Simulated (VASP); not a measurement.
# Si8O17 (a cell with a defect) in VASP: notebook, part 2 of 3

VASP 6.6.1. The steps go on from the part before.

### Step 3. Single point, PBEsol, collinear spin

File INCAR:

```
ALGO = Normal
EDIFF = 1E-6
ENCUT = 520
GGA = PS
ISIF = 2
ISMEAR = -1
ISPIN = 2
LASPH = True
LCHARG = True
LELF = True
LORBIT = 11
LREAL = Auto
LVHAR = True
LWAVE = False
MAGMOM = 0 0 0 0 0 0 0 0 0 0 0 0 0 0 0 0 0 0 0 0 0 0 0 0 1.74
NBANDS = 89
NELM = 150
PREC = Accurate
SIGMA = 0.02
```

File KPOINTS:

```
k-points
0
Gamma
  1 1 1
```

File POSCAR:

```
Si8O17
1.0
    7.1417960000      0.0000000000      0.0000000000
    0.0000000000      7.1417960000      0.0000000000
    0.0000000000      0.0000000000      8.8208710000
Si O
8 17
Direct
    0.7689102293      0.5088355926      0.1671036794
    0.5080234720      0.7995047744      0.6872110475
    0.5516679558      0.2299421602      0.6747859707
    0.8175534557      0.5141843872      0.8062469114
    0.2515473699      0.5197852193      0.8263356306
    0.1919405147      0.4859841978      0.1822155658
    0.4542974904      0.7624132641      0.3308970282
    0.4939513814      0.2263016194      0.3071352024
    0.6405671627      0.3124144123      0.1874191336
    0.7039825837      0.6859199003      0.7166185743
    0.3945226103      0.3648101962      0.7482594406
    0.2971661470      0.6751523006      0.2254652630
    0.3438910885      0.7234034688      0.8003744755
    0.2813437964      0.3068275823      0.2743833347
    0.6518948455      0.6662189735      0.2654273030
    0.7520517248      0.2999945672      0.7540525193
    0.7799158643      0.5412924144     -0.0130939450
    0.4566778441      0.7590527649      0.5163208939
    0.5517519683      0.2765970913      0.4876729294
    0.2369432003      0.4537234051      0.0003741127
   -0.0252877567      0.4961357059      0.2400556589
    0.4783110579      0.0169005107      0.7011099017
    0.0422862821      0.5157806244      0.7512863526
    0.4720101218     -0.0047327031      0.3074526314
    0.4013136192      0.0825142583      0.0807970097
```

Potentials or basis: VASP PAW PBE potentials, release 64 (Si, O).

The run is started by

```console
$ cat potpaw_PBE.64/Si/POTCAR potpaw_PBE.64/O/POTCAR > POTCAR
$ mpirun -np 1 vasp_gam > vasp.out
```

OUTCAR:

```text
EDIFF = 1E-6
   ENCUT = 520
   GGA = PS
   ISIF = 2
   ISMEAR = -1
   ISPIN = 2
   LASPH = True
   LORBIT = 11
   LREAL = Auto
   NELM = 150
   PREC = Accurate

 ion  position               nearest neighbor table
   1  0.769  0.509  0.167-  21 1.61  17 1.61  15 1.65   9 1.69   6 3.03   8 3.07
   2  0.508  0.800  0.687-  22 1.57  18 1.58  13 1.63  10 1.64   5 2.98   3 3.09
   3  0.552  0.230  0.675-  11 1.61  22 1.63  16 1.67  19 1.68   4 3.01   2 3.09
   4  0.818  0.514  0.806-  17 1.63  16 1.66  10 1.67  23 1.68   3 3.01   5 3.10
[... 442 lines left out ...]
      3.93990      1.64220      5.95220        -0.313109      1.477896     -1.234188
      5.83880      3.67220      7.11180         0.522642     -0.218191     -1.271792
      1.79650      3.71220      7.28900         0.473053     -1.276982     -0.959048
      1.37080      3.47080      1.60730         0.174008     -1.933178     -0.484091
[... 17 lines left out ...]
      3.37100      7.10800      2.71200         0.075523     -0.858285     -0.166122
      2.86610      0.58930      0.71270        -0.166156     -0.163081     -0.159716
 -----------------------------------------------------------------------------------
    total drift:                               -0.000424      0.002138      0.000014

  FREE ENERGIE OF THE ION-ELECTRON SYSTEM (eV)
  ---------------------------------------------------
  free  energy   TOTEN  =      -197.1877522022 eV

  energy  without entropy=     -197.1877522014  energy(sigma->0) =     -197.18775220

 total charge

# of ion       s       p       d       tot
------------------------------------------
    1        0.634   0.969   0.000   1.603
    2        0.653   1.029   0.000   1.682
    3        0.627   0.945   0.000   1.573
    4        0.626   0.921   0.000   1.547
    5        0.638   0.985   0.000   1.623
    6        0.641   0.984   0.000   1.625
[... 17 lines left out ...]
   24        1.540   3.611   0.000   5.150
   25        1.620   3.001   0.000   4.621
--------------------------------------------------
tot         31.374  69.222   0.000 100.596

 magnetization (x)

# of ion       s       p       d       tot
------------------------------------------
    1       -0.001  -0.000   0.000  -0.001
    2       -0.000   0.000   0.000  -0.000
    3       -0.000  -0.000   0.000  -0.000
    4       -0.000   0.000   0.000   0.000
    5       -0.000  -0.000   0.000  -0.000
    6       -0.000  -0.000   0.000  -0.001
[... 17 lines left out ...]
   24        0.007   0.176   0.000   0.183
   25        0.015   1.364   0.000   1.379
--------------------------------------------------
tot          0.020   1.603   0.000   1.623
```

It took 2.6 min on 1 thread of Intel Xeon 6975P-C (Granite Rapids), shared host; peak memory 0.59 GiB.

What came out:

| Property | Result |
| --- | --- |
| Free energy | -197.1878 eV |
| Pressure | -2.7 GPa |
| Largest force | 3.754 eV/Å |
| Band gap on the k mesh | 0.83 eV |
| Net moment | 2.00 μB per cell |
| Site moments | Si -0.00, +0.00, -0.01; O +0.01, +0.00, +0.04, -0.00, +0.18, +1.38 μB |
| Valence electrons inside the program's atomic spheres | Si 1.60, 1.68, 1.57, 1.55, 1.62, 1.56; O 5.19, 5.18, 5.22, 5.26, 5.16, 5.23, 5.25, 5.15, 5.21, 5.24, 5.17, 4.62 |

Forces on the atoms (eV/Å):
```
Si  -2.354 -0.714  1.193
Si  -0.226 -1.990  0.877
Si  -0.313  1.478 -1.234
Si   0.523 -0.218 -1.272
Si   0.473 -1.277 -0.959
Si   0.174 -1.933 -0.484
Si   3.193  1.920  0.453
Si  -0.889 -1.083  0.896
O    1.788  1.207  0.212
O    0.573 -0.299  0.804
O   -1.080  0.717  0.338
O   -0.650  0.972  0.767
O    0.023 -0.180  0.251
O   -0.068  0.769  0.158
O   -0.199  0.284 -0.107
O   -0.903  0.070 -0.478
O    0.380  0.342 -0.525
O   -0.940 -1.411 -2.911
O    0.128 -0.533  0.004
O   -0.834  0.354  1.536
O    0.787 -0.071 -0.701
O    1.686  2.259  0.634
O   -1.181  0.357  0.874
O    0.076 -0.858 -0.166
O   -0.166 -0.163 -0.160
```

Stress tensor (GPa, compression positive):
```
-2.76  1.42  1.12
 1.42 -1.72 -0.06
 1.12 -0.06 -3.67
```

Caveat: the k points lie up to 0.88 Å⁻¹ apart; the PAW data sets were made with another functional, which shifts forces and pressure a little.

### Step 4. Single point, PBEsol, collinear spin

File INCAR:

```
SYSTEM = Si8O17
PREC     = Accurate       ! precision mode
ENCUT    = 520            ! plane-wave cutoff, eV
EDIFF    = 1E-7           ! SCF threshold, eV
ISMEAR   = -1             ! smearing method
SIGMA    = 0.02           ! smearing width, eV
LREAL    = Auto         
LASPH    = .True.         ! aspherical terms in the spheres
NELM     = 150            ! most SCF steps
ALGO     = Normal         ! electronic algorithm
ISIF     = 2              ! what is computed and relaxed
LWAVE    = .False.        ! write WAVECAR
LCHARG   = .False.        ! write CHGCAR
ISPIN    = 2              ! spin polarisation
MAGMOM   = 0 0 0 0 0 0 0 0 0 0 0 0 0 0 0 0 0 0 0 0 0 0 0 0 1.74 ! initial moments
LORBIT   = 11             ! projections on sites
GGA      = PS             ! functional
NBANDS   = 89             ! bands
```

File KPOINTS:

```
regular mesh
0
Gamma
  1 1 1
  0 0 0
```

File POSCAR:

```
Si8O17
1.0
    7.1417960000      0.0000000000      0.0000000000
    0.0000000000      7.1417960000      0.0000000000
    0.0000000000      0.0000000000      8.8208710000
Si O
8 17
Direct
    0.7590107586      0.4956736373      0.1557896040
    0.5194631714      0.7902634015      0.6882086814
    0.5407603354      0.2425160282      0.6592546246
    0.8194297345      0.5277804071      0.7989460451
    0.2477668082      0.5076314137      0.8362892961
    0.1853455349      0.5001963092      0.1883147367
    0.4634408488      0.7574005194      0.3371095666
    0.4815315363      0.2259795715      0.3086429900
    0.6692574249      0.3040271663      0.2224383510
    0.7291723258      0.7090653387      0.7080479921
    0.3550087401      0.3514942180      0.7331588910
    0.2778292743      0.6842396506      0.2545666976
    0.3783082015      0.6943491525      0.8189213968
    0.2863005328      0.3309251622      0.2783171866
    0.6635445762      0.6713577369      0.2584325289
    0.7382316717      0.3432469928      0.7120498645
    0.7625112787      0.5387160317     -0.0183088495
    0.4231148579      0.7105495592      0.5137474519
    0.5408163437      0.2781513222      0.4821632694
    0.2121595184      0.4598703183      0.0130259245
   -0.0264639315      0.4952675770      0.2060680856
    0.5672522710      0.0199949705      0.7024363014
    0.0393318431      0.5426366141      0.7566486348
    0.4946374833     -0.0123498347      0.3238909173
    0.3854352603      0.0495953679      0.0948545784
```

Potentials or basis: VASP PAW PBE potentials, release 64 (Si, O).

The run is started by

```console
$ cat potpaw_PBE.64/Si/POTCAR potpaw_PBE.64/O/POTCAR > POTCAR
$ mpirun -np 1 vasp_gam > vasp.out
```

OUTCAR:

```text
SYSTEM = Si8O17
   PREC = Accurate
   ENCUT = 520
   EDIFF = 1E-7
   ISMEAR = -1
   LREAL = Auto
   LASPH = .True.
   NELM = 150
   ISIF = 2
   ISPIN = 2
   LORBIT = 11
   GGA = PS

 ion  position               nearest neighbor table
   1  0.759  0.496  0.156-  17 1.57  21 1.59   9 1.62  15 1.69   6 3.06   8 3.07
   2  0.519  0.790  0.688-  10 1.62  13 1.68  22 1.68  18 1.78   4 3.01   5 3.09   7 3.13
   3  0.541  0.243  0.659-  19 1.58  22 1.65  16 1.65  11 1.67   4 3.10   8 3.12
   4  0.819  0.528  0.799-  23 1.62  16 1.63  10 1.65  17 1.66   2 3.01   5 3.08   3 3.10
   5  0.248  0.508  0.836-  20 1.62  11 1.63  13 1.63  23 1.66   4 3.08   2 3.09   6 3.14
   6  0.185  0.500  0.188-  21 1.52  12 1.58  20 1.58  14 1.62   7 3.01   1 3.06   8 3.07   5 3.14

   7  0.463  0.757  0.337-  12 1.60  18 1.62  24 1.66  15 1.70   6 3.01   2 3.13
   8  0.482  0.226  0.309-  14 1.61  19 1.63   9 1.64  24 1.71  25 2.37   6 3.07   1 3.07   3 3.12

   9  0.669  0.304  0.222-   1 1.62   8 1.64
  10  0.729  0.709  0.708-   2 1.62   4 1.65
  11  0.355  0.351  0.733-   5 1.63   3 1.67
  12  0.278  0.684  0.255-   6 1.58   7 1.60
  13  0.378  0.694  0.819-   5 1.63   2 1.68
  14  0.286  0.331  0.278-   8 1.61   6 1.62
[... 8 lines left out ...]
  23  0.039  0.543  0.757-   4 1.62   5 1.66
  24  0.495  0.988  0.324-   7 1.66   8 1.71
  25  0.385  0.050  0.095-   8 2.37

  LATTYP: Found a simple tetragonal cell.
 ALAT       =     7.1417960000
 C/A-ratio  =     1.2351054273

  Lattice vectors:

 A1 = (   7.1417960000,   0.0000000000,   0.0000000000)
 A2 = (   0.0000000000,   7.1417960000,   0.0000000000)
 A3 = (   0.0000000000,   0.0000000000,   8.8208710000)

Analysis of symmetry for initial positions (statically):
=====================================================================
 Subroutine PRICEL returns:
 Original cell was already a primitive cell.

 Routine SETGRP: Setting up the symmetry group for a
 simple tetragonal supercell.

 Subroutine GETGRP returns: Found  1 space group operations
 (whereof  1 operations were pure point group operations)
 out of a pool of 16 trial point group operations.

The static configuration has the point symmetry C_1 .

Analysis of symmetry for dynamics (positions and initial velocities):
=====================================================================
 Subroutine PRICEL returns:
 Original cell was already a primitive cell.

 Routine SETGRP: Setting up the symmetry group for a
 simple tetragonal supercell.

 Subroutine GETGRP returns: Found  1 space group operations
 (whereof  1 operations were pure point group operations)
 out of a pool of 16 trial point group operations.

The dynamic configuration has the point symmetry C_1 .

Analysis of structural, dynamic, and magnetic symmetry:
=====================================================================
 Subroutine PRICEL returns:
 Original cell was already a primitive cell.

 Routine SETGRP: Setting up the symmetry group for a
 simple tetragonal supercell.

 Subroutine GETGRP returns: Found  1 space group operations
 (whereof  1 operations were pure point group operations)
 out of a pool of 16 trial point group operations.

The overall configuration has the point symmetry C_1 .

 Subroutine INISYM returns: Found  1 space group operations
 (whereof  1 operations are pure point group operations),
 and found     1 'primitive' translations
[... 127 lines left out ...]
   PSTRESS=    0.0 pullay stress
   NELECT =     134.0000    total number of electrons
   NUPDOWN=      -1.0000    fix difference up-down
   EMIN   =  10.00;   EMAX   =-10.00  energy-range for DOS
   EFERMI =   0.00;   METHOD = LEGACY
   ISMEAR =    -1;   SIGMA  =   0.02  broadening in eV -4-tet -1-fermi 0-gaus
   EFERMI_NEDOS =   21; number of points for ismear=-14 and -15
   IALGO  =     38    algorithm
   IMIX   =      4    mixing-type and parameters
     AMIX     =   0.40;   BMIX     =  1.00
     AMIX_MAG =   1.60;   BMIX_MAG =  1.00
  volume/ion in A,a.u.               =      18.00       121.45
  Fermi-wavevector in a.u.,A,eV,Ry     =   1.093287  2.066013 16.262733  1.195277
  Thomas-Fermi vector in A             =   2.229570
   LORBIT       =     11    0 simple, 1 ext, 2 COOP (PROOUT), +10 PAW based schemes
   GGA     = PS    functional components
   LHFCALC =     F    Hartree Fock is set to
   AEXX    =    0.0000 exact exchange contribution
   IVDW    =     0    specifies the selected vdW correction
   LEPSILON=     F    determine dielectric tensor
   LRPA    =     F    only Hartree local field effects (RPA)
 spin polarized calculation
  energy-cutoff  :      520.00
  volume of cell :      449.91
 maximum number of plane-waves:      6045
 NGX is ok and might be reduce to    54
   NGX = 27   NGY = 27   NGZ = 33

 number of electron     134.0000006 magnetization       2.0000046

 Free energy of the ion-electron system (eV)
  ---------------------------------------------------
  ext. energy  EPLUGINS =         0.00000000
  ---------------------------------------------------
  free energy    TOTEN  =      -196.83426399 eV

  energy without entropy =     -196.83426399  energy(sigma->0) =     -196.83426399

 E-fermi :  -0.6529     XC(G=0):  -7.2407

 val. band max:       -1.0947460116   @ k =   0.0000   0.0000   0.0000
 cond. band min:      -0.2176514689   @ k =   0.0000   0.0000   0.0000
 fundamental gap:      0.8770945426
 Fermi energy:        -0.6529064465

 spin component 1

 k-point     1 :       0.0000    0.0000    0.0000
  band No.  band energies     occupation
      1     -21.0568      1.00000
      2     -20.4337      1.00000
      3     -20.2499      1.00000
      4     -20.1551      1.00000
      5     -19.8327      1.00000
      6     -19.5563      1.00000
[... 71 lines left out ...]
     78       7.2827      0.00000
     79       7.3650      0.00000
 Fermi energy:        -0.6529064465

 spin component 2

 k-point     1 :       0.0000    0.0000    0.0000
  band No.  band energies     occupation
      1     -21.0340      1.00000
      2     -20.4218      1.00000
      3     -20.1903      1.00000
      4     -20.1108      1.00000
      5     -19.8233      1.00000
      6     -19.4604      1.00000
[... 71 lines left out ...]
     78       7.3096      0.00000
     79       7.3754      0.00000
 [bands above 79 left out]

------------------------ aborting loop because EDIFF is reached ----------------------------------------

  FORCE on cell =-STRESS in cart. coord.  units (eV):
  Direction    XX          YY          ZZ          XY          YZ          ZX
  --------------------------------------------------------------------------------------
  -------------------------------------------------------------------------------------
  Total       -2.0760039     -9.2756141     -3.8104331     -0.4519292     -2.7186612      3.7218742
  in kB       -7.3928584    -33.0313941    -13.5693352     -1.6093653     -9.6814258     13.2539679
  external PRESSURE =     -17.9978626 kB  Pullay stress =       0.0000000 kB

 VOLUME and BASIS-vectors are now :
 -----------------------------------------------------------------------------
  energy-cutoff  :      520.00
  volume of cell :      449.91
      direct lattice vectors                 reciprocal lattice vectors
     7.141796000  0.000000000  0.000000000     0.140020801  0.000000000  0.000000000
     0.000000000  7.141796000  0.000000000     0.000000000  0.140020801  0.000000000
     0.000000000  0.000000000  8.820871000     0.000000000  0.000000000  0.113367489

 POSITION                                       TOTAL-FORCE (eV/Angst)
 -----------------------------------------------------------------------------------
      5.42070      3.54000      1.37420        -0.819312      1.124467      3.467732
      3.70990      5.64390      6.07060        -0.789118     -0.110791     -1.072091
      3.86200      1.73200      5.81520         0.262167      0.542413      1.073046
      5.85220      3.76930      7.04740        -0.683063      0.332727     -0.925825
      1.76950      3.62540      7.37680        -0.474718      0.290550     -1.309070
      1.32370      3.57230      1.66110         2.062914     -0.862593      0.303353
[... 17 lines left out ...]
      3.53260      7.05360      2.85700        -0.743929      0.654081     -0.515876
      2.75270      0.35420      0.83670         0.303222      0.387623      0.381075
 -----------------------------------------------------------------------------------
    total drift:                               -0.000056     -0.000498      0.002338

  FREE ENERGIE OF THE ION-ELECTRON SYSTEM (eV)
  ---------------------------------------------------
  free  energy   TOTEN  =      -196.8342639927 eV

  energy  without entropy=     -196.8342639924  energy(sigma->0) =     -196.83426399

 total charge

# of ion       s       p       d       tot
------------------------------------------
    1        0.644   1.006   0.000   1.650
    2        0.624   0.890   0.000   1.514
    3        0.633   0.966   0.000   1.599
    4        0.637   0.960   0.000   1.597
    5        0.633   0.968   0.000   1.601
    6        0.670   1.098   0.000   1.767
[... 17 lines left out ...]
   24        1.543   3.576   0.000   5.120
   25        1.618   2.989   0.000   4.608
--------------------------------------------------
tot         31.431  69.302   0.000 100.733

 magnetization (x)

# of ion       s       p       d       tot
------------------------------------------
    1       -0.000  -0.000   0.000  -0.000
    2        0.000  -0.000   0.000  -0.000
    3       -0.000  -0.000   0.000  -0.000
    4       -0.000   0.000   0.000   0.000
    5       -0.000   0.000   0.000  -0.000
    6       -0.000  -0.000   0.000  -0.000
[... 17 lines left out ...]
   24        0.005   0.206   0.000   0.211
   25        0.015   1.357   0.000   1.372
--------------------------------------------------
tot          0.017   1.604   0.000   1.621
```

Run time: 2.8 min. Hardware: 1 thread of Intel Xeon 6975P-C (Granite Rapids), shared host; peak memory 0.59 GiB.

What came out:

| Item | Value |
| --- | --- |
| Free energy | -196.8343 eV |
| Pressure | -1.8 GPa |
| Largest force | 3.736 eV/Å |
| Band gap on the k mesh | 0.88 eV |
| Net moment | 2.00 μB per cell |
| Site moments | Si -0.00, +0.00, -0.01; O +0.00, -0.00, +0.02, +0.01, +0.21, +1.37 μB |
| Valence electrons inside the program's atomic spheres | Si 1.65, 1.51, 1.60, 1.77, 1.59, 1.57; O 5.21, 5.20, 5.19, 5.26, 5.18, 5.24, 5.13, 5.23, 5.12, 5.25, 5.32, 5.16, 4.61 |

Forces in eV/Å, atoms in the order of the input:
```
Si  -0.819  1.124  3.468
Si  -0.789 -0.111 -1.072
Si   0.262  0.542  1.073
Si  -0.683  0.333 -0.926
Si  -0.475  0.291 -1.309
Si   2.063 -0.863  0.303
Si   2.265  0.559 -0.678
Si   1.269 -1.803  0.303
O   -0.642 -0.225 -1.242
O    0.007 -0.525  0.707
O    0.692 -1.190  0.333
O    0.054  1.141 -0.456
O    0.621  1.270 -0.808
O    0.063 -0.882  0.210
O   -1.566 -0.288 -0.147
O   -0.452 -0.223  1.100
O   -0.147 -0.072 -2.942
O    1.543  1.324  2.710
O   -0.697 -0.116 -0.539
O    1.198 -0.035 -2.252
O   -2.611 -0.014  1.320
O   -1.703 -0.934 -0.261
O    0.988 -0.345  1.240
O   -0.744  0.654 -0.516
O    0.303  0.388  0.381
```

Stress tensor (GPa, compression positive):
```
-0.74 -0.16  1.33
-0.16 -3.30 -0.97
 1.33 -0.97 -1.36
```

Caveat: the k points lie up to 0.88 Å⁻¹ apart; the PAW data sets were made with another functional, which shifts forces and pressure a little.

(Continued in part 3 of 3.)
